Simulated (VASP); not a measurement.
# Ta (Im-3m) in VASP: a series of runs

Ta is run at these levels: r2SCAN; tasks: single point.

Everything below comes from runs of VASP 6.6.1. Logs are shortened: lines on timing, memory, paths and dates and some standing lists are left out, and cuts for length are marked.

### Step 1. The cell of the first run

Symmetry: Im-3m, No. 229, cubic system. Conventional cell: a = 3.303 Å, b = 3.303 Å, c = 3.303 Å, α = 90.00°, β = 90.00°, γ = 90.00°. Ta (site symmetry m-3m) has 14 Ta at 2.86 to 3.30 Å within 3.8 Å.

### Step 2. Single point, r2SCAN

POSCAR reads:

```
Ta
1.0
   -1.6512800000      1.6512800000      1.6512800000
    1.6512800000     -1.6512800000      1.6512800000
    1.6512800000      1.6512800000     -1.6512800000
Ta
1
Direct
    0.0000000000      0.0000000000      0.0000000000
```

INCAR.step1 reads:

```
PREC = Accurate
ENCUT = 520
ISMEAR = 0
SIGMA = 0.1
LREAL = F
LASPH = T
NELM = 100
NBANDS = 12
GGA = PE
ALGO = Normal
EDIFF = 1E-4
LWAVE = T
LCHARG = F
```

INCAR.step2 reads:

```
PREC = Accurate
ENCUT = 520
EDIFF = 1E-7
ISMEAR = 0
SIGMA = 0.1
LREAL = F
LASPH = T
NELM = 100
ALGO = Normal
ISIF = 2
LWAVE = F
LCHARG = F
METAGGA = R2SCAN
LMIXTAU = T
NBANDS = 12
ISTART = 1
```

KPOINTS reads:

```
Automatic mesh
0
Gamma
  8 8 8
```

Potentials or basis: VASP PAW PBE potentials, release 64 (Ta_pv).

The run is started by

```bash
$ cat potpaw_PBE.64/Ta_pv/POTCAR > POTCAR
$ cp INCAR.step1 INCAR
$ mpirun -np 1 vasp_std > vasp.out
$ cp INCAR.step2 INCAR
$ mpirun -np 1 vasp_std > vasp.out
```

OUTCAR:

```text
PREC = Accurate
   ENCUT = 520
   EDIFF = 1E-7
   ISMEAR = 0
   LREAL = F
   LASPH = T
   NELM = 100
   ISIF = 2
   METAGGA = R2SCAN
   ISTART = 1

 ion  position               nearest neighbor table
   1  0.000  0.000  0.000-

  LATTYP: Found a body centered cubic cell.
 ALAT       =     3.3025600000

  Lattice vectors:

 A1 = (  -1.6512800000,   1.6512800000,   1.6512800000)
 A2 = (   1.6512800000,  -1.6512800000,   1.6512800000)
 A3 = (   1.6512800000,   1.6512800000,  -1.6512800000)

Analysis of symmetry for initial positions (statically):
=====================================================================
 Subroutine PRICEL returns:
 Original cell was already a primitive cell.

 Routine SETGRP: Setting up the symmetry group for a
 body centered cubic supercell.

 Subroutine GETGRP returns: Found 48 space group operations
 (whereof 48 operations were pure point group operations)
 out of a pool of 48 trial point group operations.

The static configuration has the point symmetry O_h .

Analysis of symmetry for dynamics (positions and initial velocities):
=====================================================================
 Subroutine PRICEL returns:
 Original cell was already a primitive cell.

 Routine SETGRP: Setting up the symmetry group for a
 body centered cubic supercell.

 Subroutine GETGRP returns: Found 48 space group operations
 (whereof 48 operations were pure point group operations)
 out of a pool of 48 trial point group operations.

The dynamic configuration has the point symmetry O_h .

 Subroutine INISYM returns: Found 48 space group operations
 (whereof 48 operations are pure point group operations),
 and found     1 'primitive' translations

----------------------------------------------------------------------------------------

                                     Primitive cell

  volume of cell :      18.0104

  direct lattice vectors                    reciprocal lattice vectors
    -1.651280000  1.651280000  1.651280000     0.000000000  0.302795407  0.302795407
     1.651280000 -1.651280000  1.651280000     0.302795407  0.000000000  0.302795407
     1.651280000  1.651280000 -1.651280000     0.302795407  0.302795407  0.000000000

  length of vectors
     2.860100858  2.860100858  2.860100858     0.428217371  0.428217371  0.428217371

  position of ions in fractional coordinates (direct lattice)
     0.000000000  0.000000000  0.000000000

  ion indices of the primitive-cell ions
   primitive index   ion index
                 1           1

----------------------------------------------------------------------------------------

 KPOINTS: Automatic mesh

Automatic generation of k-mesh.
 Grid dimensions read from file:
 generate k-points for:    8    8    8

 Generating k-lattice:

  Cartesian coordinates                     Fractional coordinates (reciprocal lattice)
     0.000000000  0.037849426  0.037849426     0.125000000  0.000000000  0.000000000
     0.037849426  0.000000000  0.037849426     0.000000000  0.125000000  0.000000000
     0.037849426  0.037849426  0.000000000     0.000000000  0.000000000  0.125000000

  Length of vectors
     0.053527171  0.053527171  0.053527171

  Shift w.r.t. Gamma in fractional coordinates (k-lattice)
     0.000000000  0.000000000  0.000000000

 Subroutine IBZKPT returns following result:
 ===========================================

 Found     29 irreducible k-points:

 Following reciprocal coordinates:
            Coordinates               Weight
  0.000000  0.000000  0.000000      1.000000
  0.125000  0.000000  0.000000     12.000000
  0.250000  0.000000  0.000000     12.000000
  0.375000  0.000000  0.000000     12.000000
  0.500000  0.000000  0.000000      6.000000
  0.125000  0.125000  0.000000     24.000000
[... 16 lines left out ...]
 -0.250000  0.250000  0.250000      6.000000
 -0.375000  0.375000  0.250000     24.000000
 [... further k-points ...]
   k-points           NKPTS =     29   k-points in BZ     NKDIM =     29   number of bands    NBANDS=     12
   number of dos      NEDOS =    301   number of ions     NIONS =      1
   total plane-waves  NPLWV =  13824
   dimension x,y,z NGX =    24 NGY =   24 NGZ =   24
   dimension x,y,z NGXF=    48 NGYF=   48 NGZF=   48
   ions per type =               1
   NGX,Y,Z   is equivalent  to a cutoff of  13.95, 13.95, 13.95 a.u.
   NGXF,Y,Z  is equivalent  to a cutoff of  27.90, 27.90, 27.90 a.u.
 SYSTEM =  unknown system
   PREC   = accura    normal or accurate (medium, high low for compatibility)
   ISTART =      1    job   : 0-new  1-cont  2-samecut
   ICHARG =      0    charge: 1-file 2-atom 10-const
   ISPIN  =      1    spin polarized calculation?
   LNONCOLLINEAR =      F non collinear calculations
   LSORBIT =      F    spin-orbit coupling
   LASPH  =      T    aspherical Exc in radial PAW
   ENCUT  =  520.0 eV  38.22 Ry    6.18 a.u.   5.32  5.32  5.32*2*pi/ulx,y,z
   NELM   =    100;   NELMIN=  2; NELMDL=  0     # of ELM steps
   EDIFF  = 0.1E-06   stopping-criterion for ELM
   LREAL  =      F    real-space projection
   EDIFFG = 0.1E-05   stopping-criterion for IOM
   NSW    =      0    number of steps for IOM
   IBRION =     -1    ionic relax: 0-MD 1-quasi-New 2-CG
   NFREE  =      0    steps in history (QN), initial steepest desc. (CG)
   ISIF   =      2    stress and relaxation
   ISYM   =      2    0-nonsym 1-usesym 2-fastsym
   POTIM  = 0.5000    time-step for ionic-motion
   TEBEG  =    0.0;   TEEND  =   0.0 temperature during run
   PSTRESS=    0.0 pullay stress
   NELECT =      11.0000    total number of electrons
   NUPDOWN=      -1.0000    fix difference up-down
   EMIN   =  10.00;   EMAX   =-10.00  energy-range for DOS
   EFERMI =   0.00;   METHOD = LEGACY
   ISMEAR =     0;   SIGMA  =   0.10  broadening in eV -4-tet -1-fermi 0-gaus
   EFERMI_NEDOS =   21; number of points for ismear=-14 and -15
   IALGO  =     38    algorithm
   IMIX   =      4    mixing-type and parameters
     AMIX     =   0.40;   BMIX     =  1.00
     AMIX_MAG =   1.60;   BMIX_MAG =  1.00
  volume/ion in A,a.u.               =      18.01       121.54
  Fermi-wavevector in a.u.,A,eV,Ry     =   1.388988  2.624806 26.249534  1.929286
  Thomas-Fermi vector in A             =   2.513061
   LORBIT       =      0    0 simple, 1 ext, 2 COOP (PROOUT), +10 PAW based schemes
   METAGGA = R2SCAN    functional components
   LHFCALC =     F    Hartree Fock is set to
   AEXX    =    0.0000 exact exchange contribution
   IVDW    =     0    specifies the selected vdW correction
   LEPSILON=     F    determine dielectric tensor
   LRPA    =     F    only Hartree local field effects (RPA)
 non-spin polarized calculation
 Gauss-broadening in eV      SIGMA  =   0.10
  energy-cutoff  :      520.00
  volume of cell :       18.01
 maximum number of plane-waves:       496
 NGX is ok and might be reduce to    24
   NGX = 11   NGY = 11   NGZ = 11

 number of electron      11.0000002 magnetization

 Free energy of the ion-electron system (eV)
  ---------------------------------------------------
  ext. energy  EPLUGINS =         0.00000000
  ---------------------------------------------------
  free energy    TOTEN  =       -48.59520297 eV

  energy without entropy =      -48.59056878  energy(sigma->0) =      -48.59288588

 E-fermi :   5.3588     XC(G=0): -13.7662

 val. band max:        5.2626152167   @ k =   0.2500   0.0000   0.0000
 cond. band min:       5.3757646218   @ k =   0.5000   0.5000   0.1250
 fundamental gap:      0.1131494051
 Fermi energy:         5.3587871844

 k-point     1 :       0.0000    0.0000    0.0000
  band No.  band energies     occupation
      1     -28.8588      2.00000
      2     -28.8588      2.00000
      3     -28.8588      2.00000
      4      -3.0045      2.00000
      5       6.1806      0.00000
      6       6.1806      0.00000
      7       6.1806      0.00000
      8       9.6726      0.00000
      9       9.6726      0.00000
     10      17.5277      0.00000
     11      21.1031      0.00000
     12      21.1031      0.00000

 k-point     2 :       0.1250    0.0000    0.0000
  band No.  band energies     occupation
      1     -29.0549      2.00000
      2     -28.9187      2.00000
      3     -28.8600      2.00000
      4      -2.2973      2.00000
      5       5.7333      0.00000
      6       5.9796      0.00000
      7       6.8831      0.00000
      8       9.1030      0.00000
      9       9.6811      0.00000
     10      17.5275      0.00000
     11      21.6482      0.00000
     12      22.3483      0.00000

 k-point     3 :       0.2500    0.0000    0.0000
  band No.  band energies     occupation
      1     -29.5059      2.00000
      2     -29.0606      2.00000
      3     -28.8629      2.00000
      4      -0.5978      2.00000
      5       4.8154      2.00000
      6       5.2626      1.82619
      7       8.8708      0.00000
      8       9.0336      0.00000
      9       9.8543      0.00000
     10      17.5272      0.00000
     11      21.2475      0.00000
     12      22.8608      0.00000

 k-point     4 :       0.3750    0.0000    0.0000
  band No.  band energies     occupation
      1     -29.9297      2.00000
      2     -29.1989      2.00000
      3     -28.8659      2.00000
      4       0.6280      2.00000
      5       4.0518      2.00000
      6       5.6496      0.00004
      7       9.5361      0.00000
      8      10.3006      0.00000
      9      11.6604      0.00000
     10      17.5249      0.00000
     11      18.9675      0.00000
     12      19.4408      0.00000

 k-point     5 :       0.5000    0.0000    0.0000
  band No.  band energies     occupation
      1     -30.0981      2.00000
      2     -29.2552      2.00000
      3     -28.8672      2.00000
      4       0.7703      2.00000
      5       3.7677      2.00000
      6       6.8006      0.00000
      7       9.5457      0.00000
      8      10.6130      0.00000
      9      13.4406      0.00000
     10      17.4966      0.00000
     11      17.7521      0.00000
     12      17.8557      0.00000
[... 228 lines left out ...]
      1     -29.7555      2.00000
      2     -29.7555      2.00000
      3     -29.0986      2.00000
      4       3.5434      2.00000
      5       3.5434      2.00000
      6       3.8103      2.00000
      7      10.0413      0.00000
      8      10.0413      0.00000
      9      15.4509      0.00000
     10      17.5309      0.00000
     11      17.7843      0.00000
     12      17.7843      0.00000

 k-point    22 :       0.2500    0.2500    0.2500
  band No.  band energies     occupation
      1     -29.4842      2.00000
      2     -29.4842      2.00000
      3     -29.4842      2.00000
      4       3.9924      2.00000
      5       3.9924      2.00000
      6       3.9924      2.00000
      7      10.7937      0.00000
      8      10.7937      0.00000
      9      13.1149      0.00000
     10      17.5299      0.00000
     11      18.6903      0.00000
     12      18.6903      0.00000

 k-point    23 :      -0.2500    0.2500    0.2500
  band No.  band energies     occupation
      1     -29.5312      2.00000
      2     -29.2799      2.00000
      3     -29.2799      2.00000
      4       1.3852      2.00000
      5       4.4263      2.00000
      6       6.6766      0.00000
      7       6.6766      0.00000
      8       8.7378      0.00000
      9      10.7542      0.00000
     10      17.5271      0.00000
     11      20.7978      0.00000
     12      25.5238      0.00000

 k-point    24 :      -0.3750    0.3750    0.2500
  band No.  band energies     occupation
      1     -29.7831      2.00000
      2     -29.4298      2.00000
      3     -29.3183      2.00000
      4       2.3500      2.00000
      5       3.2948      2.00000
      6       6.6880      0.00000
      7       7.4242      0.00000
      8      11.0252      0.00000
      9      11.2218      0.00000
     10      17.5266      0.00000
     11      20.0142      0.00000
     12      22.3370      0.00000

 [... further k-points ...]
[... 5 lines left out ...]
  --------------------------------------------------------------------------------------
  -------------------------------------------------------------------------------------
  Total       -0.1620952     -0.1620952     -0.1620952      0.0000000      0.0000000     -0.0000000
  in kB      -14.4197821    -14.4197821    -14.4197821      0.0000000      0.0000000     -0.0000000
  external PRESSURE =     -14.4197821 kB  Pullay stress =       0.0000000 kB

 VOLUME and BASIS-vectors are now :
 -----------------------------------------------------------------------------
  energy-cutoff  :      520.00
  volume of cell :       18.01
      direct lattice vectors                 reciprocal lattice vectors
    -1.651280000  1.651280000  1.651280000     0.000000000  0.302795407  0.302795407
     1.651280000 -1.651280000  1.651280000     0.302795407  0.000000000  0.302795407
     1.651280000  1.651280000 -1.651280000     0.302795407  0.302795407  0.000000000

 POSITION                                       TOTAL-FORCE (eV/Angst)
 -----------------------------------------------------------------------------------
      0.00000      0.00000      0.00000        -0.000000      0.000000      0.000000
 -----------------------------------------------------------------------------------
    total drift:                                0.000000      0.000000     -0.000000

  FREE ENERGIE OF THE ION-ELECTRON SYSTEM (eV)
  ---------------------------------------------------
  free  energy   TOTEN  =       -48.5952029722 eV

  energy  without entropy=      -48.5905687778  energy(sigma->0) =      -48.59288588
```

Wall time 25 s (1 thread of Intel Xeon Platinum 8259CL at 2.50GHz (Skylake/Cascade Lake), shared host); peak memory 0.14 GiB.

Results:

```
Free energy : -48.5952 eV
Pressure    : -1.4 GPa
```

Levels at points of the mesh, in eV from the Fermi level:
```tsv
k point	band 2	band 3	band 4	band 5	band 6	band 7	band 8	band 9
(0.00, 0.00, 0.00)	-34.22	-34.22	-8.36	0.82	0.82	0.82	4.31	4.31
(0.50, 0.00, 0.00)	-34.61	-34.23	-4.59	-1.59	1.44	4.19	5.25	8.08
(0.50, 0.50, 0.50)	-35.08	-35.08	-3.97	-3.97	7.10	7.10	7.10	8.99
```

Caveat: the PAW data sets were made with another functional, which shifts forces and pressure a little; spin-orbit coupling is left out, which moves the levels of the heavy elements.

[end of part 1 of 2]
